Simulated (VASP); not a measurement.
# SnO2 (Pnnm) in VASP: further runs, part 2 of 2

VASP 6.6.1. Earlier steps stand in the parts before.

### Step 3. Relaxation of cell and atoms, LDA, target pressure 20 GPa, at which the enthalpy is minimised

Input file INCAR:

```
PREC = Accurate
ENCUT = 600
EDIFF = 1E-6
ISMEAR = 0
SIGMA = 0.01
LREAL = False
LASPH = True
NELM = 60
ALGO = Normal
ISIF = 3
LWAVE = False
LCHARG = False
GGA = CA
IBRION = 2
NSW = 80
EDIFFG = -0.05
PSTRESS = 200.0
```

Input file KPOINTS:

```
regular mesh
0
Gamma
  4 4 6
```

Input file POSCAR:

```
SnO2
1.0
    4.7880040000      0.0000000000      0.0000000000
    0.0000000000      4.8665820000      0.0000000000
    0.0000000000      0.0000000000      3.2408980000
Sn O
2 4
Direct
    0.5000000000      0.5000000000      0.5000000000
    0.0000000000      0.0000000000      0.0000000000
    0.2918550000      0.3210420000      0.0000000000
    0.7918550000      0.1789580000      0.5000000000
    0.2081450000      0.8210420000      0.5000000000
    0.7081450000      0.6789580000      0.0000000000
```

Potentials or basis: VASP PAW LDA potentials, release 64 (Sn_d, O).

Command:

```console
> cat potpaw_LDA.64/Sn_d/POTCAR potpaw_LDA.64/O/POTCAR > POTCAR
> mpirun -np 1 vasp_std > vasp.out
```

OUTCAR:

```text
PREC = Accurate
   ENCUT = 600
   EDIFF = 1E-6
   ISMEAR = 0
   LREAL = False
   LASPH = True
   NELM = 60
   ISIF = 3
   GGA = CA
   IBRION = 2
   NSW = 80
   EDIFFG = -0.05
   PSTRESS = 200.0

 ion  position               nearest neighbor table
   1  0.500  0.500  0.500-   3 2.09   6 2.09   3 2.09   6 2.09   5 2.10   4 2.10
   2  0.000  0.000  0.000-   4 2.09   5 2.09   4 2.09   5 2.09   3 2.10   6 2.10
   3  0.292  0.321  0.000-   1 2.09   1 2.09   2 2.10
   4  0.792  0.179  0.500-   2 2.09   2 2.09   1 2.10
   5  0.208  0.821  0.500-   2 2.09   2 2.09   1 2.10
   6  0.708  0.679  0.000-   1 2.09   1 2.09   2 2.10

  LATTYP: Found a simple orthorhombic cell.
 ALAT       =     3.2408980000
 B/A-ratio  =     1.4773695439
 C/A-ratio  =     1.5016152930

  Lattice vectors:

 A1 = (   0.0000000000,   0.0000000000,   3.2408980000)
 A2 = (   4.7880040000,   0.0000000000,   0.0000000000)
 A3 = (   0.0000000000,   4.8665820000,   0.0000000000)

[... 1132 lines left out ...]

  enthalpy is  TOTEN    =       -33.7199824388 eV   P V=        8.3418661120

[... ionic steps 4 to 9 ...]

--------------------------------------- Ionic step       10  -------------------------------------------

 number of electron      52.0000005 magnetization

------------------------ aborting loop because EDIFF is reached ----------------------------------------
[... 79 lines left out ...]
--------------------------------------- Ionic step       12  -------------------------------------------

 number of electron      52.0000003 magnetization

 Free energy of the ion-electron system (eV)
  ---------------------------------------------------
  ext. energy  EPLUGINS =         0.00000000
  ---------------------------------------------------
  free energy    TOTEN  =       -41.97048176 eV

  energy without entropy =      -41.97048176  energy(sigma->0) =      -41.97048176

 E-fermi :   6.9357     XC(G=0): -12.2684

 val. band max:        6.8409582232   @ k =   0.0000   0.0000   0.0000
 cond. band min:       9.0249554838   @ k =   0.0000   0.0000   0.0000
 fundamental gap:      2.1839972607
 Fermi energy:         6.9356704647

 k-point     1 :       0.0000    0.0000    0.0000
  band No.  band energies     occupation
      1     -14.2511      2.00000
      2     -13.2823      2.00000
      3     -12.9017      2.00000
      4     -12.8772      2.00000
      5     -12.8595      2.00000
      6     -12.8520      2.00000
[... 844 lines left out ...]
  energy  without entropy=      -41.9704817634  energy(sigma->0) =      -41.97048176

  enthalpy is  TOTEN    =       -33.7696024038 eV   P V=        8.2008793596

 reached required accuracy - stopping structural energy minimisation
```

Run time: 5.5 min. Hardware: 1 thread of Intel Xeon 6975P-C (Granite Rapids), shared host; peak memory 0.25 GiB.

What came out:

```yaml
Free_energy: -41.9705 eV
Relaxed_volume: 10.95 Å³/atom
Relaxed_cell: a = 4.528 Å, b = 4.610 Å, c = 3.147 Å, α = 90.00°, β = 90.00°, γ = 90.00°
Space_group_after_relaxing_to_0.1_Å: Pnnm (No. 58)
Energy_change_on_relaxing_the_run_minimises_the_enthalpy: +28.8 meV/atom
Ionic_steps: 12
Pressure_after_relaxing: 20.1 GPa
Largest_force_after_relaxing: 0.047 eV/Å
Band_gap_on_the_k_mesh: 2.18 eV
```

Forces in eV/Å, atoms in the order of the input:
```
Sn   0.000  0.000  0.000
Sn   0.000  0.000  0.000
O   -0.038  0.027  0.000
O   -0.038 -0.027  0.000
O    0.038  0.027  0.000
O    0.038 -0.027  0.000
```

The path:
```tsv
step	energy change (eV)	largest force (eV/Å)	pressure (GPa)	volume (Å³)
1	0.0000	0.1512	-10.59	75.52
2	6.2159	2.5045	140.53	52.18
3	0.0812	0.4393	16.74	66.83
4	0.1377	0.4820	18.97	66.32
5	0.1606	0.4983	19.86	66.14
6	0.1986	0.3293	20.72	65.56
7	0.1760	0.1216	20.36	65.70
8	0.1510	0.0634	19.41	65.88
9	0.1444	0.0491	19.08	65.93
10	0.1885	0.0841	20.67	65.58
11	0.1696	0.0534	20.01	65.72
12	0.1726	0.0469	20.10	65.70
```

Final structure:
```cif
data_structure
_symmetry_space_group_name_H-M 'P 1'
_symmetry_Int_Tables_number 1
_cell_length_a 4.5283
_cell_length_b 4.6102
_cell_length_c 3.1470
_cell_angle_alpha 90.000
_cell_angle_beta 90.000
_cell_angle_gamma 90.000
_cell_volume 65.70
loop_
_atom_site_label
_atom_site_type_symbol
_atom_site_fract_x
_atom_site_fract_y
_atom_site_fract_z
_atom_site_occupancy
Sn1 Sn 0.50000 0.50000 0.50000 1
Sn2 Sn 0.00000 0.00000 0.00000 1
O1 O 0.28978 0.32076 0.00000 1
O2 O 0.78978 0.17924 0.50000 1
O3 O 0.21022 0.82076 0.50000 1
O4 O 0.71022 0.67924 0.00000 1
```

Levels at points of the mesh, in eV from the valence-band top:
```tsv
k point	band 22	band 23	band 24	band 25	band 26	band 27	band 28	band 29	band 30	band 31
(0.00, 0.00, 0.00)	-1.19	-1.15	-0.77	-0.72	0.00	2.18	6.38	6.55	6.55	10.79
(0.50, 0.00, 0.00)	-1.85	-1.16	-1.16	-0.53	-0.53	5.18	5.18	6.95	6.95	12.00
(0.00, 0.50, 0.00)	-2.22	-1.13	-1.13	-0.61	-0.61	5.36	5.36	7.54	7.54	11.74
(0.50, 0.50, 0.00)	-2.20	-1.28	-1.28	-0.83	-0.83	5.69	5.69	7.86	7.86	11.79
(0.00, 0.00, 0.50)	-2.69	-1.88	-1.88	-1.25	-1.25	7.06	7.06	10.22	10.22	10.85
(0.50, 0.00, 0.50)	-2.01	-1.03	-1.03	-0.56	-0.56	7.45	7.45	8.85	8.85	11.10
(0.00, 0.50, 0.50)	-1.58	-1.33	-1.33	-0.44	-0.44	7.34	7.34	8.63	8.63	11.76
(0.50, 0.50, 0.50)	-2.21	-0.98	-0.98	-0.80	-0.80	5.64	5.64	9.12	9.12	11.47
```

Caveat: the cell is relaxed towards a set pressure, so the run minimises the enthalpy, not the energy; spin-orbit coupling is left out, which moves the levels of the heavy elements; the relaxation stopped at a loose force limit of 0.05 eV/Å, so its end isn't a converged minimum.
